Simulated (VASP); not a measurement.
# Mo2Ir (P6/mmm) in VASP: notebook

Runs on Mo2Ir. Level: PBE. Tasks: single point, relaxation of cell and atoms.

All numbers are computed with VASP 6.6.1; they aren't measurements. Logs are shortened: lines on timing, memory, paths and dates and some standing lists are left out, and cuts for length are marked.

### Step 1. The cell of the first run

The structure is hexagonal, space group P6/mmm (No. 191). The conventional cell has a = 4.410 Å, b = 4.410 Å, c = 2.740 Å, α = 90.00°, β = 90.00°, γ = 120.00°. Mo (site symmetry -6m2) has 5 Mo at 2.55 to 2.74 Å and 6 Ir at 2.89 Å within 3.4 Å. Within 3.6 Å of Ir (site symmetry 6/mmm) lie 2 Ir at 2.74 Å and 12 Mo at 2.89 Å.

### Step 2. Single point, PBE

The input, INCAR:

```
PREC = Accurate ; ENCUT = 500
EDIFF = 1E-6 ; ISMEAR = 0
SIGMA = 0.1 ; LREAL = False
LASPH = True ; NELM = 120
ALGO = Normal ; ISIF = 2
LWAVE = False ; LCHARG = False
GGA = PE ; NBANDS = 26
GGA_COMPAT = False
```

The input, KPOINTS:

```
regular mesh
0
Gamma
  6 6 4
```

The input, POSCAR:

```
Mo2Ir
1.0
    4.4101918224      0.0000000000      0.0000000000
   -2.2050959112      3.8193381538      0.0000000000
    0.0000000000      0.0000000000      2.7399984647
Mo Ir
2 1
Direct
    0.3333333333      0.6666666667      0.5000000000
    0.6666666667      0.3333333333      0.5000000000
    0.0000000000      0.0000000000      0.0000000000
```

Potentials or basis: VASP PAW PBE potentials, release 64 (Mo_sv, Ir).

Run with:

```bash
$ cat potpaw_PBE.64/Mo_sv/POTCAR potpaw_PBE.64/Ir/POTCAR > POTCAR
$ mpirun -np 1 vasp_std > vasp.out
```

OUTCAR:

```text
PREC = Accurate
   ENCUT = 500
   EDIFF = 1E-6
   ISMEAR = 0
   LREAL = False
   LASPH = True
   NELM = 120
   ISIF = 2
   GGA = PE

 ion  position               nearest neighbor table
   1  0.333  0.667  0.500-   2 2.55   2 2.55   2 2.55   3 2.89   3 2.89   3 2.89   3 2.89   3 2.89
                             3 2.89
   2  0.667  0.333  0.500-   1 2.55   1 2.55   1 2.55   3 2.89   3 2.89   3 2.89   3 2.89   3 2.89
                             3 2.89
   3  0.000  0.000  0.000-   1 2.89   2 2.89   1 2.89   2 2.89   2 2.89   2 2.89   1 2.89   1 2.89
                             2 2.89   2 2.89   1 2.89   1 2.89

  LATTYP: Found a hexagonal cell.
 ALAT       =     4.4101918224
 C/A-ratio  =     0.6212878204

  Lattice vectors:

 A1 = (   4.4101918224,   0.0000000000,   0.0000000000)
 A2 = (  -2.2050959112,   3.8193381538,   0.0000000000)
 A3 = (   0.0000000000,   0.0000000000,   2.7399984647)

Analysis of symmetry for initial positions (statically):
=====================================================================
 Subroutine PRICEL returns:
 Original cell was already a primitive cell.

 Routine SETGRP: Setting up the symmetry group for a
 hexagonal supercell.

 Subroutine GETGRP returns: Found 24 space group operations
 (whereof 24 operations were pure point group operations)
 out of a pool of 24 trial point group operations.

The static configuration has the point symmetry D_6h.

Analysis of symmetry for dynamics (positions and initial velocities):
=====================================================================
 Subroutine PRICEL returns:
 Original cell was already a primitive cell.

 Routine SETGRP: Setting up the symmetry group for a
 hexagonal supercell.

 Subroutine GETGRP returns: Found 24 space group operations
 (whereof 24 operations were pure point group operations)
 out of a pool of 24 trial point group operations.

The dynamic configuration has the point symmetry D_6h.

 Subroutine INISYM returns: Found 24 space group operations
 (whereof 24 operations are pure point group operations),
 and found     1 'primitive' translations

----------------------------------------------------------------------------------------

                                     Primitive cell

  volume of cell :      46.1526

  direct lattice vectors                    reciprocal lattice vectors
     4.410191822  0.000000000  0.000000000     0.226747507  0.130912734  0.000000000
    -2.205095911  3.819338154  0.000000000     0.000000000  0.261825468  0.000000000
     0.000000000  0.000000000  2.739998465     0.000000000  0.000000000  0.364963708

  length of vectors
     4.410191822  4.410191822  2.739998465     0.261825468  0.261825468  0.364963708

  position of ions in fractional coordinates (direct lattice)
     0.333333333  0.666666667  0.500000000
     0.666666667  0.333333333  0.500000000
     0.000000000  0.000000000  0.000000000

  ion indices of the primitive-cell ions
   primitive index   ion index
                 1           1
                 2           2
                 3           3

----------------------------------------------------------------------------------------

 KPOINTS: regular mesh

Automatic generation of k-mesh.
 Grid dimensions read from file:
 generate k-points for:    6    6    4

 Generating k-lattice:

  Cartesian coordinates                     Fractional coordinates (reciprocal lattice)
     0.037791251  0.021818789  0.000000000     0.166666667  0.000000000  0.000000000
     0.000000000  0.043637578  0.000000000     0.000000000  0.166666667  0.000000000
     0.000000000  0.000000000  0.091240927     0.000000000  0.000000000  0.250000000

  Length of vectors
     0.043637578  0.043637578  0.091240927

  Shift w.r.t. Gamma in fractional coordinates (k-lattice)
     0.000000000  0.000000000  0.000000000

 Subroutine IBZKPT returns following result:
 ===========================================

 Found     21 irreducible k-points:

 Following reciprocal coordinates:
            Coordinates               Weight
  0.000000  0.000000  0.000000      1.000000
  0.166667  0.000000  0.000000      6.000000
  0.333333  0.000000  0.000000      6.000000
  0.500000  0.000000  0.000000      3.000000
  0.166667  0.166667  0.000000      6.000000
  0.333333  0.166667  0.000000     12.000000
[... 13 lines left out ...]
  0.333333  0.166667  0.500000     12.000000
  0.333333  0.333333  0.500000      2.000000
   k-points           NKPTS =     21   k-points in BZ     NKDIM =     21   number of bands    NBANDS=     26
   number of dos      NEDOS =    301   number of ions     NIONS =      3
   total plane-waves  NPLWV =  20480
   dimension x,y,z NGX =    32 NGY =   32 NGZ =   20
   dimension x,y,z NGXF=    64 NGYF=   64 NGZF=   40
   ions per type =               2   1
   NGX,Y,Z   is equivalent  to a cutoff of  12.06, 12.06, 12.13 a.u.
   NGXF,Y,Z  is equivalent  to a cutoff of  24.13, 24.13, 24.27 a.u.
 SYSTEM =  unknown system
   PREC   = accura    normal or accurate (medium, high low for compatibility)
   ISTART =      0    job   : 0-new  1-cont  2-samecut
   ICHARG =      2    charge: 1-file 2-atom 10-const
   ISPIN  =      1    spin polarized calculation?
   LNONCOLLINEAR =      F non collinear calculations
   LSORBIT =      F    spin-orbit coupling
   LASPH  =      T    aspherical Exc in radial PAW
   ENCUT  =  500.0 eV  36.75 Ry    6.06 a.u.   8.04  8.04  5.00*2*pi/ulx,y,z
   NELM   =    120;   NELMIN=  2; NELMDL= -5     # of ELM steps
   EDIFF  = 0.1E-05   stopping-criterion for ELM
   LREAL  =      F    real-space projection
   EDIFFG = 0.1E-04   stopping-criterion for IOM
   NSW    =      0    number of steps for IOM
   IBRION =     -1    ionic relax: 0-MD 1-quasi-New 2-CG
   NFREE  =      0    steps in history (QN), initial steepest desc. (CG)
   ISIF   =      2    stress and relaxation
   ISYM   =      2    0-nonsym 1-usesym 2-fastsym
   POTIM  = 0.5000    time-step for ionic-motion
   TEBEG  =    0.0;   TEEND  =   0.0 temperature during run
   PSTRESS=    0.0 pullay stress
   NELECT =      37.0000    total number of electrons
   NUPDOWN=      -1.0000    fix difference up-down
   EMIN   =  10.00;   EMAX   =-10.00  energy-range for DOS
   EFERMI =   0.00;   METHOD = LEGACY
   ISMEAR =     0;   SIGMA  =   0.10  broadening in eV -4-tet -1-fermi 0-gaus
   EFERMI_NEDOS =   21; number of points for ismear=-14 and -15
   IALGO  =     38    algorithm
   IMIX   =      4    mixing-type and parameters
     AMIX     =   0.40;   BMIX     =  1.00
     AMIX_MAG =   1.60;   BMIX_MAG =  1.00
  volume/ion in A,a.u.               =      15.38       103.82
  Fermi-wavevector in a.u.,A,eV,Ry     =   1.520816  2.873926 31.468674  2.312882
  Thomas-Fermi vector in A             =   2.629616
   LORBIT       =      0    0 simple, 1 ext, 2 COOP (PROOUT), +10 PAW based schemes
   GGA     = PE    functional components
   LHFCALC =     F    Hartree Fock is set to
   AEXX    =    0.0000 exact exchange contribution
   IVDW    =     0    specifies the selected vdW correction
   LEPSILON=     F    determine dielectric tensor
   LRPA    =     F    only Hartree local field effects (RPA)
 non-spin polarized calculation
 Gauss-broadening in eV      SIGMA  =   0.10
  energy-cutoff  :      500.00
  volume of cell :       46.15
 maximum number of plane-waves:      1180
   NGX = 17   NGY = 17   NGZ =  9

 number of electron      36.9999993 magnetization

 Free energy of the ion-electron system (eV)
  ---------------------------------------------------
  ext. energy  EPLUGINS =         0.00000000
  ---------------------------------------------------
  free energy    TOTEN  =       -30.50446138 eV

  energy without entropy =      -30.49396632  energy(sigma->0) =      -30.49921385

 E-fermi :  11.1993     XC(G=0): -13.4466

 val. band max:       11.1749038525   @ k =   0.1667   0.0000   0.5000
 cond. band min:      11.2161618801   @ k =   0.3333   0.1667   0.5000
 fundamental gap:      0.0412580276
 Fermi energy:        11.1993019615

 k-point     1 :       0.0000    0.0000    0.0000
  band No.  band energies     occupation
      1     -49.5539      2.00000
      2     -49.1893      2.00000
      3     -24.0728      2.00000
      4     -24.0728      2.00000
      5     -23.1705      2.00000
      6     -22.9429      2.00000
[... 18 lines left out ...]
     25      19.0564      0.00000
     26      21.0859      0.00000

 k-point     2 :       0.1667    0.0000    0.0000
  band No.  band energies     occupation
      1     -49.5327      2.00000
      2     -49.2113      2.00000
      3     -24.0975      2.00000
      4     -24.0180      2.00000
      5     -23.1555      2.00000
      6     -23.0010      2.00000
[... 18 lines left out ...]
     25      18.3585      0.00000
     26      18.7415      0.00000

 k-point     3 :       0.3333    0.0000    0.0000
  band No.  band energies     occupation
      1     -49.4778      2.00000
      2     -49.2680      2.00000
      3     -24.1436      2.00000
      4     -23.8915      2.00000
      5     -23.1332      2.00000
      6     -23.1167      2.00000
[... 18 lines left out ...]
     25      15.9609      0.00000
     26      16.4751      0.00000

 k-point     4 :       0.5000    0.0000    0.0000
  band No.  band energies     occupation
      1     -49.4336      2.00000
      2     -49.3130      2.00000
      3     -24.1652      2.00000
      4     -23.8128      2.00000
      5     -23.2143      2.00000
      6     -23.0853      2.00000
[... 18 lines left out ...]
     25      14.6978      0.00000
     26      15.1226      0.00000
[... 409 lines left out ...]
      1     -49.3828      2.00000
      2     -49.1456      2.00000
      3     -24.0734      2.00000
      4     -24.0170      2.00000
      5     -23.8305      2.00000
      6     -23.7917      2.00000
[... 18 lines left out ...]
     25      17.3037      0.00000
     26      19.1180      0.00000

 k-point    20 :       0.3333    0.1667    0.5000
  band No.  band energies     occupation
      1     -49.3244      2.00000
      2     -49.2057      2.00000
      3     -24.0617      2.00000
      4     -24.0110      2.00000
      5     -23.8921      2.00000
      6     -23.6340      2.00000
[... 18 lines left out ...]
     25      16.9243      0.00000
     26      18.1273      0.00000

 k-point    21 :       0.3333    0.3333    0.5000
  band No.  band energies     occupation
      1     -49.2654      2.00000
      2     -49.2654      2.00000
      3     -24.0874      2.00000
      4     -23.9514      2.00000
      5     -23.9514      2.00000
      6     -23.4066      2.00000
[... 18 lines left out ...]
     25      17.7398      0.00000
     26      18.1012      0.00000

------------------------ aborting loop because EDIFF is reached ----------------------------------------

  FORCE on cell =-STRESS in cart. coord.  units (eV):
  Direction    XX          YY          ZZ          XY          YZ          ZX
  --------------------------------------------------------------------------------------
  -------------------------------------------------------------------------------------
  Total        0.1214561      0.1214561      0.0801890      0.0000000      0.0000000      0.0000000
  in kB        4.2163234      4.2163234      2.7837454      0.0000000      0.0000000      0.0000000
  external PRESSURE =       3.7387974 kB  Pullay stress =       0.0000000 kB

 VOLUME and BASIS-vectors are now :
 -----------------------------------------------------------------------------
  energy-cutoff  :      500.00
  volume of cell :       46.15
      direct lattice vectors                 reciprocal lattice vectors
     4.410191822  0.000000000  0.000000000     0.226747507  0.130912734  0.000000000
    -2.205095911  3.819338154  0.000000000     0.000000000  0.261825468  0.000000000
     0.000000000  0.000000000  2.739998465     0.000000000  0.000000000  0.364963708

 POSITION                                       TOTAL-FORCE (eV/Angst)
 -----------------------------------------------------------------------------------
     -0.00000      2.54623      1.37000         0.000000     -0.000000     -0.000000
      2.20510      1.27311      1.37000        -0.000000      0.000000      0.000000
      0.00000      0.00000      0.00000         0.000000     -0.000000      0.000000
 -----------------------------------------------------------------------------------
    total drift:                               -0.000000      0.000000      0.000000

  FREE ENERGIE OF THE ION-ELECTRON SYSTEM (eV)
  ---------------------------------------------------
  free  energy   TOTEN  =       -30.5044613785 eV

  energy  without entropy=      -30.4939663165  energy(sigma->0) =      -30.49921385
```

Run time: 45 s. Hardware: 1 thread of Intel Xeon 8259CL, shared host; peak memory 0.17 GiB.

What came out:

```
Free energy            : -30.5045 eV
Pressure               : 0.4 GPa
Band gap on the k mesh : zero (an odd number of electrons rules out a gap without spin polarisation)
```

Levels at points of the mesh, in eV from the Fermi level:
| k point | band 17 | band 18 | band 19 | band 20 | band 21 | band 22 |
| --- | --- | --- | --- | --- | --- | --- |
| (0.00, 0.00, 0.00) | -1.09 | -1.09 | -0.45 | -0.45 | 0.80 | 0.80 |
| (0.50, 0.00, 0.00) | -1.67 | -0.92 | 0.94 | 1.04 | 1.56 | 1.92 |
| (0.00, 0.00, 0.50) | 0.13 | 0.13 | 1.17 | 1.17 | 2.99 | 2.99 |
| (0.50, 0.00, 0.50) | -0.54 | 0.57 | 0.87 | 1.58 | 2.50 | 2.66 |

Caveat: the k points lie up to 0.57 Å⁻¹ apart, too coarse for converged energies and pressures of a metal; spin-orbit coupling is left out, which moves the levels of the heavy elements.

### Step 3. Single point, PBE

This run uses another cell than the first one, of 13.40 Å³/atom.

The input, INCAR:

```
SYSTEM = Mo2Ir
PREC     = Accurate       ! precision mode
ENCUT    = 500            ! plane-wave cutoff, eV
EDIFF    = 1E-6           ! SCF threshold, eV
ISMEAR   = 0              ! smearing method
SIGMA    = 0.1            ! smearing width, eV
LREAL    = .False.        ! projectors in reciprocal space
LASPH    = .True.         ! aspherical terms in the spheres
NELM     = 120            ! most SCF steps
ALGO     = Normal         ! electronic algorithm
ISIF     = 2              ! what is computed and relaxed
LWAVE    = .False.        ! write WAVECAR
LCHARG   = .False.        ! write CHGCAR
GGA      = PE             ! functional
NBANDS   = 26             ! bands
GGA_COMPAT= .False.
```

The input, KPOINTS:

```
regular mesh
0
Gamma
  6 6 6
  0 0 0
```

The input, POSCAR:

```
Mo2Ir
1.0
    3.5030162202      0.0000000000      0.0000000000
   -1.7515081101      3.0337010366      0.0000000000
    0.0000000000      0.0000000000      3.7823264836
Mo Ir
2 1
Direct
    0.3333333333      0.6666666667      0.5000000000
    0.6666666667      0.3333333333      0.5000000000
    0.0000000000      0.0000000000      0.0000000000
```

Potentials or basis: VASP PAW PBE potentials, release 64 (Mo_sv, Ir).

Run with:

```bash
$ cat potpaw_PBE.64/Mo_sv/POTCAR potpaw_PBE.64/Ir/POTCAR > POTCAR
$ mpirun -np 1 vasp_std > vasp.out
```

It took 68 s on 1 thread of Intel Xeon 8259CL, shared host; peak memory 0.17 GiB.

Results (log left out):

```yaml
Free_energy: -22.3874 eV
Pressure: 121.1 GPa
Band_gap_on_the_k_mesh: zero (an odd number of electrons rules out a gap without spin polarisation)
```

Stress tensor (GPa, compression positive):
```
168.24   0.00   0.00
  0.00 168.24   0.00
  0.00   0.00  26.83
```

Levels at points of the mesh, in eV from the Fermi level:
```csv
k point,band 17,band 18,band 19,band 20,band 21,band 22
"(0.00, 0.00, 0.00)",-1.33,-1.33,-0.08,1.08,1.08,2.30
"(0.50, 0.00, 0.00)",-1.20,-0.40,0.58,0.82,3.24,3.44
"(0.00, 0.00, 0.50)",0.50,0.50,1.07,1.07,1.59,1.59
"(0.50, 0.00, 0.50)",-1.41,-1.24,-0.88,1.42,2.42,4.19
```

Caveat: atoms lie so close that the PAW spheres overlap strongly, which falsifies energies and pressures; the stress differs along the axes, from 27 to 168 GPa; spin-orbit coupling is left out, which moves the levels of the heavy elements.

(Continued in part 2 of 3.)

The gap in the log of VASP goes by the Fermi energy; the results here count the filled bands.